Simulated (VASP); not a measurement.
# Al36CN35 (a cell with a defect) in VASP: notebook, part 2 of 2

VASP 6.6.1. Earlier steps stand in the parts before.

## (3) Single point, PBE

The input, INCAR:

```
ALGO = Normal ; EDIFF = 1E-6
ENCUT = 520 ; GGA = PE
ISIF = 2 ; ISMEAR = 0
LASPH = T ; LCHARG = F
LREAL = Auto ; LWAVE = F
NBANDS = 186 ; NELECT = 286.0
NELM = 80 ; PREC = Accurate
SIGMA = 0.01
```

The input, KPOINTS:

```
Automatic mesh
0
Gamma
  1 1 1
  0.25 0.25 0.25
```

The input, POSCAR:

```
Al36CN35
1.0
    9.3892708692      0.0000000883      0.0000000000
   -4.6946355111      8.1313470516      0.0000000000
    0.0000000000      0.0000000000     10.0348065900
Al N C
36 35 1
Direct
    0.2192065683      0.1086366108      0.2499588205
    0.1109231374      0.2218323651      0.4992348009
    0.2200215829      0.1101639292      0.7490494384
    0.1103716027      0.2214733032      0.9996340221
    0.2195337434      0.4429187952      0.2504553920
    0.1112546552      0.5557493954      0.5000793414
    0.2200375115      0.4428459507      0.7495138811
    0.1113705240      0.5559241274      0.9995214317
    0.2220962292      0.7771555519      0.2497307934
    0.1113663714      0.8881818584      0.4999711716
    0.2222432745      0.7774806267      0.7500359346
    0.1114005805      0.8880199238      0.9993361285
    0.5562459768      0.1085959944      0.2499782989
    0.4382924309      0.2097331562      0.4969490316
    0.5569296424      0.1102433765      0.7489954458
    0.4434548687      0.2202317564      0.9972390795
    0.5547303446      0.4424468132      0.2344313346
    0.4384159440      0.5612892013      0.4989634659
    0.5557381972      0.4446072211      0.7481297163
    0.4436090208      0.5554896215      0.9974721497
    0.5565079731      0.7795044438      0.2502616626
    0.4437577964      0.8881427117      0.5000000529
    0.5567266049      0.7795169937      0.7497184128
    0.4434833546      0.8879860010      0.9992771209
    0.8887004492      0.1105796016      0.2501092406
    0.7778199321      0.2219690243      0.4992285776
    0.8887556496      0.1108217107      0.7491797878
    0.7778335541      0.2215534119      0.9996944157
    0.8902538280      0.4428931306      0.2503855782
    0.7896893316      0.5613698156      0.4990261258
    0.8896682579      0.4430293772      0.7496722160
    0.7787175072      0.5557539627      0.9974495372
    0.8902340533      0.7796625762      0.2504813096
    0.7777316990      0.8886311979      0.4993877618
    0.8897938796      0.7797100550      0.7496356091
    0.7780104486      0.8891246094      0.9999600634
    0.2183635682      0.1073744634      0.4396203471
    0.1111429885      0.2215199828      0.1901108094
    0.2217614911      0.1107667135      0.9398505217
    0.1109585298      0.2216820100      0.6899986630
    0.2186267448      0.4442477415      0.4400662629
    0.1112735378      0.5551416303      0.1894259537
    0.2218979719      0.4440559836      0.9403538462
    0.1114942549      0.5553489067      0.6906801207
    0.2220020560      0.7775720054      0.4403498574
    0.1111680361      0.8877167353      0.1892393631
    0.2219189472      0.7774808099      0.9399555191
    0.1114731622      0.8883379553      0.6904455982
    0.5553671548      0.1074060139      0.4396233502
    0.4433683776      0.2195310457      0.1912143543
    0.5552786527      0.1109624793      0.9399045527
    0.4444391855      0.2218285228      0.6903548194
    0.4441407701      0.5549967712      0.1920374698
    0.5551584643      0.4440038395      0.9413728124
    0.4442015120      0.5556414174      0.6920114252
    0.5553273749      0.7809484893      0.4398613187
    0.4441513252      0.8876538803      0.1891743284
    0.5554029131      0.7775706904      0.9406983319
    0.4444176587      0.8885574857      0.6905423828
    0.8886193989      0.1109406890      0.4401760480
    0.7777087803      0.2215072299      0.1901086564
    0.8885238544      0.1108951877      0.9398460800
    0.7781256665      0.2219111791      0.6900122110
    0.8920151623      0.4444540682      0.4399381557
    0.7785385006      0.5551999854      0.1922011446
    0.8886097511      0.4442585396      0.9405872147
    0.7789388332      0.5557129945      0.6920396234
    0.8920555489      0.7810571511      0.4401078602
    0.7779176686      0.8881658083      0.1903102234
    0.8885393959      0.7777061856      0.9405028085
    0.7779321477      0.8885882097      0.6901915149
    0.5557479529      0.4449412337      0.4580514209
```

Potentials or basis: VASP PAW PBE potentials, release 64 (Al, N, C).

The run is started by

```console
> cat potpaw_PBE.64/Al/POTCAR potpaw_PBE.64/N/POTCAR potpaw_PBE.64/C/POTCAR > POTCAR
> mpirun -np 1 vasp_std > vasp.out
```

OUTCAR:

```text
EDIFF = 1E-6
   ENCUT = 520
   GGA = PE
   ISIF = 2
   ISMEAR = 0
   LASPH = T
   LREAL = Auto
   NELECT = 286.0
   NELM = 80
   PREC = Accurate

 ion  position               nearest neighbor table
   1  0.219  0.109  0.250-  38 1.89  46 1.90  37 1.90  50 1.92  14 3.05   2 3.08  10 3.08  33 3.09
                            12 3.09   4 3.09  25 3.11  16 3.12   9 3.13   5 3.14  17 3.15  13 3.16
   2  0.111  0.222  0.499-  37 1.90  60 1.90  41 1.90  40 1.91   5 3.08   1 3.08   3 3.08  25 3.08
                             7 3.09  27 3.09  26 3.13  34 3.13  14 3.13  18 3.13   6 3.13  10 3.13
   3  0.220  0.110  0.749-  40 1.89  48 1.90  39 1.91  52 1.92  16 3.08  10 3.08   2 3.08   4 3.09
                            14 3.09  12 3.09  35 3.10  27 3.11   7 3.12  11 3.13  19 3.15  15 3.16
   4  0.110  0.221  1.000-  62 1.90  39 1.90  43 1.91  38 1.91   7 3.09   3 3.09   1 3.09  27 3.09
                            25 3.09   5 3.09  36 3.12  28 3.12  20 3.13  16 3.13   8 3.14  12 3.14
   5  0.220  0.443  0.250-  42 1.89  38 1.90  41 1.90  53 1.92  18 3.06   2 3.08   6 3.08  29 3.09
                             8 3.09   4 3.09  25 3.11  20 3.12   9 3.13   1 3.14  17 3.15  21 3.16
   6  0.111  0.556  0.500-  41 1.88  64 1.88  45 1.90  44 1.91  30 3.05  18 3.05   5 3.08  29 3.08
                             7 3.08  31 3.09  11 3.09   9 3.09  10 3.12  22 3.12  26 3.13   2 3.13
   7  0.220  0.443  0.750-  44 1.89  40 1.89  55 1.91  43 1.92  18 3.08  20 3.08   6 3.08   2 3.09
                             4 3.09   8 3.09  31 3.10  27 3.11   3 3.12  11 3.13  19 3.14  23 3.16
   8  0.111  0.556  1.000-  47 1.90  43 1.90  66 1.91  42 1.91  11 3.08  31 3.09   9 3.09   7 3.09
                            29 3.09   5 3.09  12 3.12  24 3.12  20 3.12  32 3.12   4 3.14  28 3.14
   9  0.222  0.777  0.250-  46 1.90  42 1.90  57 1.91  45 1.91   8 3.09   6 3.09  22 3.09  24 3.09
[... 89 lines left out ...]
  71  0.778  0.889  0.690-  35 1.89  23 1.90  27 1.90  34 1.91
  72  0.556  0.445  0.458-  18 1.94  30 1.95  14 1.95  17 2.24

  LATTYP: Found a hexagonal cell.
 ALAT       =     9.3892708692
 C/A-ratio  =     1.0687524867

  Lattice vectors:

 A1 = (   9.3892708692,   0.0000000883,   0.0000000000)
 A2 = (  -4.6946355111,   8.1313470516,   0.0000000000)
 A3 = (   0.0000000000,   0.0000000000,  10.0348065900)

Analysis of symmetry for initial positions (statically):
=====================================================================
 Subroutine PRICEL returns:
 Original cell was already a primitive cell.

[... 277 lines left out ...]
 maximum number of plane-waves:     20622
 NGX is ok and might be reduce to    70
   NGX = 35   NGY = 35   NGZ = 37

 number of electron     285.9999978 magnetization

 Free energy of the ion-electron system (eV)
  ---------------------------------------------------
  ext. energy  EPLUGINS =         0.00000000
  ---------------------------------------------------
  free energy    TOTEN  =      -539.13649682 eV

  energy without entropy =     -539.13649682  energy(sigma->0) =     -539.13649682

 E-fermi :   6.0588     XC(G=0): -10.8195

 val. band max:        6.0021852333   @ k =   0.5000   0.2500   0.2500
 cond. band min:       6.1705983672   @ k =  -0.2500  -0.2500   0.2500
 fundamental gap:      0.1684131338
 Fermi energy:         6.0587704173

 k-point     1 :       0.2500    0.2500    0.2500
  band No.  band energies     occupation
      1      -8.8149      2.00000
      2      -8.5198      2.00000
      3      -8.4894      2.00000
      4      -8.3699      2.00000
      5      -8.1016      2.00000
      6      -8.0847      2.00000
[... 937 lines left out ...]
    154      11.9449      0.00000
    155      11.9916      0.00000
 [bands above 155 left out]

------------------------ aborting loop because EDIFF is reached ----------------------------------------

  FORCE on cell =-STRESS in cart. coord.  units (eV):
  Direction    XX          YY          ZZ          XY          YZ          ZX
  --------------------------------------------------------------------------------------
  -------------------------------------------------------------------------------------
  Total       -2.1904405     -3.2289840    -10.5240392     -0.8974891      0.6695939      0.0274587
  in kB       -4.5807720     -6.7526322    -22.0084605     -1.8768796      1.4002923      0.0574233
  external PRESSURE =     -11.1139549 kB  Pullay stress =       0.0000000 kB

 VOLUME and BASIS-vectors are now :
 -----------------------------------------------------------------------------
  energy-cutoff  :      520.00
  volume of cell :      766.13
      direct lattice vectors                 reciprocal lattice vectors
     9.389270869  0.000000088  0.000000000     0.106504542  0.061490427  0.000000000
    -4.694635511  8.131347052  0.000000000    -0.000000001  0.122980853  0.000000000
     0.000000000  0.000000000 10.034806590     0.000000000  0.000000000  0.099653141

 POSITION                                       TOTAL-FORCE (eV/Angst)
 -----------------------------------------------------------------------------------
      1.54818      0.88336      2.50829         0.018755     -0.017721      0.008995
      0.00007      1.80380      5.00972        -0.027176      0.011115      0.000385
      1.54866      0.89578      7.51657         0.047817     -0.016855     -0.007827
     -0.00343      1.80088     10.03113        -0.024323      0.012683      0.005212
     -0.01808      3.60153      2.51327         0.035127     -0.013501     -0.003727
     -1.56444      4.51899      5.01820        -0.024873      0.019766      0.004691
[... 64 lines left out ...]
      3.13262      7.22542      6.92594        -0.039579      0.017089      0.000368
      3.12923      3.61797      4.59646         0.013329     -0.034592      0.001856
 -----------------------------------------------------------------------------------
    total drift:                               -0.028265      0.004701      0.031188

  FREE ENERGIE OF THE ION-ELECTRON SYSTEM (eV)
  ---------------------------------------------------
  free  energy   TOTEN  =      -539.1364968190 eV

  energy  without entropy=     -539.1364968190  energy(sigma->0) =     -539.13649682
```

OSZICAR:

```text
N       E                     dE             d eps       ncg     rms          rms(c)
DAV:   1     0.124229932329E+04    0.12423E+04   -0.13317E+05  2232   0.139E+03
DAV:   2    -0.481149061765E+03   -0.17234E+04   -0.16607E+04  2788   0.277E+02
DAV:   3    -0.617790986285E+03   -0.13664E+03   -0.13553E+03  2640   0.826E+01
DAV:   4    -0.620134791951E+03   -0.23438E+01   -0.23332E+01  2592   0.117E+01
DAV:   5    -0.620187122156E+03   -0.52330E-01   -0.52277E-01  2632   0.169E+00    0.507E+01
DAV:   6    -0.539724094845E+03    0.80463E+02   -0.36494E+02  2544   0.359E+01    0.182E+01
DAV:   7    -0.539461105088E+03    0.26299E+00   -0.14614E+01  2744   0.800E+00    0.122E+01
DAV:   8    -0.539155831413E+03    0.30527E+00   -0.19102E+00  2528   0.268E+00    0.596E+00
DAV:   9    -0.539136151876E+03    0.19680E-01   -0.29732E-01  2568   0.182E+00    0.106E+00
DAV:  10    -0.539132148265E+03    0.40036E-02   -0.10404E-01  2592   0.647E-01    0.745E-01
DAV:  11    -0.539133889130E+03   -0.17409E-02   -0.14839E-02  2608   0.293E-01    0.432E-01
DAV:  12    -0.539136433093E+03   -0.25440E-02   -0.72632E-03  2576   0.212E-01    0.124E-01
DAV:  13    -0.539136475743E+03   -0.42650E-04   -0.12525E-03  2592   0.913E-02    0.677E-02
DAV:  14    -0.539136510580E+03   -0.34838E-04   -0.42483E-04  2648   0.528E-02    0.439E-02
DAV:  15    -0.539136495167E+03    0.15414E-04   -0.13772E-04  2560   0.250E-02    0.209E-02
DAV:  16    -0.539136496066E+03   -0.89915E-06   -0.23720E-05  2592   0.117E-02    0.110E-02
DAV:  17    -0.539136496819E+03   -0.75325E-06   -0.99293E-06  2600   0.714E-03
   1 F= -.53913650E+03 E0= -.53913650E+03  d E =-.265402E-16
```

stdout:

```text
POSCAR found type information on POSCAR AlN C
 POSCAR found :  3 types and      72 ions
 scaLAPACK will be used
 LDA part: xc-table for (Slater+PW92), standard interpolation
 POSCAR, INCAR and KPOINTS ok, starting setup
 FFT: planning ... GRIDC
 FFT: planning ... GRID_SOFT
 FFT: planning ... GRID
 WAVECAR not read
 entering main loop
 the old and the new charge density differ
 old charge density:   287.00000 new  286.00000
    0.507E+01
```

It took 63 min on 1 thread of Intel Xeon 8259CL, shared host; peak memory 1.1 GiB.

What came out:

```yaml
Free_energy: -539.1365 eV
Largest_force: 0.068 eV/Å
```

Forces in eV/Å, atoms in the order of the input:
```
Al   0.019 -0.018  0.009
Al  -0.027  0.011  0.000
Al   0.048 -0.017 -0.008
Al  -0.024  0.013  0.005
Al   0.035 -0.014 -0.004
Al  -0.025  0.020  0.005
Al   0.035 -0.020  0.007
Al  -0.015  0.016  0.001
Al   0.033 -0.014 -0.002
Al  -0.029  0.014  0.002
Al   0.023 -0.011 -0.001
Al  -0.025  0.009 -0.002
Al   0.027 -0.017  0.000
Al  -0.037  0.031  0.023
Al   0.005  0.009  0.002
Al  -0.031  0.021 -0.010
Al   0.044  0.014 -0.004
Al  -0.024  0.028 -0.010
Al   0.036 -0.036  0.003
Al  -0.018  0.032  0.006
Al   0.015 -0.010  0.008
Al  -0.026  0.027 -0.005
Al   0.025  0.013  0.006
Al  -0.030  0.028  0.005
Al   0.030 -0.016  0.001
Al  -0.029  0.017 -0.003
Al   0.027 -0.016  0.001
Al  -0.025  0.017 -0.001
Al   0.021 -0.004 -0.001
Al  -0.022  0.027 -0.006
Al   0.043 -0.016  0.002
Al  -0.024  0.020  0.013
Al   0.026 -0.018  0.002
Al  -0.031  0.014 -0.001
Al   0.024 -0.010  0.000
Al  -0.031  0.017 -0.003
N    0.040 -0.018 -0.012
N   -0.038  0.023 -0.002
N    0.039 -0.010  0.015
N   -0.043  0.028 -0.004
N    0.045 -0.015 -0.004
N   -0.031  0.019 -0.001
N    0.021 -0.022  0.012
N   -0.062  0.024 -0.012
N    0.041 -0.026  0.002
N   -0.043  0.021  0.001
N    0.039 -0.024  0.000
N   -0.039  0.028  0.007
N    0.045 -0.027 -0.007
N   -0.020  0.015  0.010
N    0.048 -0.035  0.001
N   -0.018  0.013  0.032
N   -0.066  0.014  0.008
N    0.039 -0.025 -0.005
N   -0.046  0.015 -0.023
N    0.037 -0.029  0.013
N   -0.048  0.025  0.005
N    0.041 -0.034 -0.029
N   -0.027 -0.005 -0.005
N    0.035 -0.020  0.001
N   -0.039  0.020  0.004
N    0.037 -0.020 -0.003
N   -0.038  0.018 -0.001
N    0.040 -0.035  0.015
N   -0.042 -0.002 -0.022
N    0.037 -0.037 -0.013
N   -0.044  0.016 -0.014
N    0.045 -0.028 -0.010
N   -0.042  0.022  0.002
N    0.044 -0.033 -0.003
N   -0.040  0.017  0.000
C    0.013 -0.035  0.002
```

Caveat: the cell carries a net charge on a neutralising background, which shifts energy and pressure; the cell is charged against a uniform background, so pressure and absolute levels hang on convention.
